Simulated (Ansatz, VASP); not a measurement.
Given: the input of a run of Ansatz 0.2.0 on C.

File input.yaml:

```yaml
crystal:
  lattice:
    - [2.45609594, 0.0, 0.0]
    - [-1.22804797, 2.12706182, 0.0]
    - [0.0, 0.0, 25.7148879502]
  atoms:
    - { symbol: C, position: [0.08337946, 0.16675892, 0.2916598359] }
    - { symbol: C, position: [0.41662054, 0.83324108, 0.2916598359] }
    - { symbol: C, position: [0.58337946, 0.16675892, 0.4293862844] }
    - { symbol: C, position: [0.91662054, 0.83324108, 0.4293862844] }
    - { symbol: C, position: [0.08337946, 0.16675892, 0.5706137156] }
    - { symbol: C, position: [0.41662054, 0.83324108, 0.5706137156] }
    - { symbol: C, position: [0.58337946, 0.16675892, 0.7083401641] }
    - { symbol: C, position: [0.91662054, 0.83324108, 0.7083401641] }
hamiltonian:
  xc: pbe
  pseudopotentials: { kind: paw }
kpoints:
  mp_grid: { grid: [12, 12, 1] }
scf:
  occupations: { method: fermi_dirac, width: 0.05 }
output:
  forces: true
  eigenvalues: true
efield:
  axis: 3
  dipole_correction: true
  ramp_width: 0.04
```

Potentials or basis: Ansatz PAW.

The run is started by

```bash
$ ansatz run input.yaml --threads 4 --pin off --max-ram 11264MiB --backend cpu --events-out ev --progress --plain --runs-dir out
```

Question: Translate it to VASP 6.6.1. Potentials there: VASP PAW PBE potentials, release 64 (C).

Answer: As run (the cutoff follows the program's own potentials):

INCAR

```
ALGO = Normal
DIPOL = 0.5 0.5 0.500
EDIFF = 1E-6
ENCUT = 520
GGA = PE
IDIPOL = 3
ISIF = 2
ISMEAR = -1
LASPH = T
LCHARG = F
LDIPOL = T
LREAL = F
LWAVE = F
NBANDS = 26
NELM = 60
PREC = Accurate
SIGMA = 0.05
```

The input KPOINTS:

```
k-points
0
Gamma
  12 12 1
```

POSCAR

```
C
1.0
    2.4560959400      0.0000000000      0.0000000000
   -1.2280479700      2.1270618200      0.0000000000
    0.0000000000      0.0000000000     25.7148879502
C
8
Direct
    0.0833794600      0.1667589200      0.2916598359
    0.4166205400      0.8332410800      0.2916598359
    0.5833794600      0.1667589200      0.4293862844
    0.9166205400      0.8332410800      0.4293862844
    0.0833794600      0.1667589200      0.5706137156
    0.4166205400      0.8332410800      0.5706137156
    0.5833794600      0.1667589200      0.7083401641
    0.9166205400      0.8332410800      0.7083401641
```

Potentials or basis: VASP PAW PBE potentials, release 64 (C).

Command:

```sh
$ cat potpaw_PBE.64/C/POTCAR > POTCAR
$ mpirun -np 1 vasp_std > vasp.out
```

Both were run:

|  | VASP | Ansatz | Ansatz less VASP |
| --- | --- | --- | --- |
| gap on the k mesh at the Fermi level (eV) | 0.11 | 0.11 | 0.000 |
| least direct gap on the mesh (eV) | 0.11 | 0.11 | 0.000 |
| rms of the force components (eV/Å) | 0.018 | 0.018 | 0.0000 |

Atom by atom the forces differ by 0.000 eV/Å (rms over components).
